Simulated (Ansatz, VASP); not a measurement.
## Two plane-wave programs on CdIn2O4

```
CELL_PARAMETERS angstrom
0.00000 4.62810 4.62810
4.62810 0.00000 4.62810
4.62810 4.62810 0.00000
ATOMIC_POSITIONS crystal
Cd 0.25000 0.25000 0.25000
Cd 0.00000 0.00000 0.00000
In 0.12500 0.62500 0.62500
In 0.62500 0.62500 0.62500
In 0.62500 0.12500 0.62500
In 0.62500 0.62500 0.12500
O 0.86224 0.86224 0.86224
O 0.83673 0.38776 0.38776
O 0.38776 0.38776 0.83673
O 0.38776 0.83673 0.38776
O 0.86224 0.86224 0.41327
O 0.86224 0.41327 0.86224
O 0.38776 0.38776 0.38776
O 0.41327 0.86224 0.86224
```

Alike in both runs: functional PBE; dispersion D3(BJ); k mesh 6 × 6 × 6; occupations gaussian, width 0.02 eV; no spin polarisation.

Ansatz relaxed the structure, and its values are those at the end. VASP's run is a single point on that final structure, the one shown.

|  | VASP | Ansatz |
| --- | --- | --- |
| version | VASP 6.6.1 | Ansatz 0.2.0 |
| potentials or method | VASP PAW PBE potentials, release 64 (Cd, In_d, O), cutoff 520 eV | scalar-relativistic, plane waves, PAW |
| valence electrons in the cell | 124 | 140 |

```tsv
	VASP	Ansatz	Ansatz less VASP
gap on the k mesh at the Fermi level (eV)	0.99	0.99	+0.007
least direct gap on the mesh (eV)	1.05	1.05	+0.006
pressure (GPa)	0.7	0.0	-0.65
rms of the force components (eV/Å)	0.016	0.000	-0.0156
```

VASP's potentials hold 124 valence electrons a cell and Ansatz's 140, so a difference there can come from the potentials and not from the codes.
